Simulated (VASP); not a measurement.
A run of VASP 6.6.1:

File INCAR:

```
PREC = Accurate
ENCUT = 520
EDIFF = 1E-8
ISMEAR = -1
SIGMA = 0.05
LREAL = F
LASPH = T
NELM = 60
ALGO = Normal
ISIF = 2
LWAVE = F
LCHARG = F
GGA = PE
LEFG = T
NBANDS = 10
```

File KPOINTS:

```
regular mesh
0
Gamma
  8 8 8
```

POSCAR

```
Rb
1.0
   -2.7492058961      2.7492058961      2.7492058961
    2.7492058961     -2.7492058961      2.7492058961
    2.7492058961      2.7492058961     -2.7492058961
Rb
1
Direct
    0.0000000000      0.0000000000      0.0000000000
```

Potentials or basis: VASP PAW PBE potentials, release 64 (Rb_sv).

Command:

```sh
$ cat potpaw_PBE.64/Rb_sv/POTCAR > POTCAR
$ mpirun -np 1 vasp_std > vasp.out
```

Hardware: 1 thread of Intel(R) Xeon(R) Platinum 8488C (Sapphire Rapids), on a shared host.

Estimate the wall time of this run.

Wall time 12 s on 1 thread of Intel(R) Xeon(R) Platinum 8488C (Sapphire Rapids), with other jobs on the host, peak memory 0.19 GiB. Counts: scf iterations 13, k points 29.
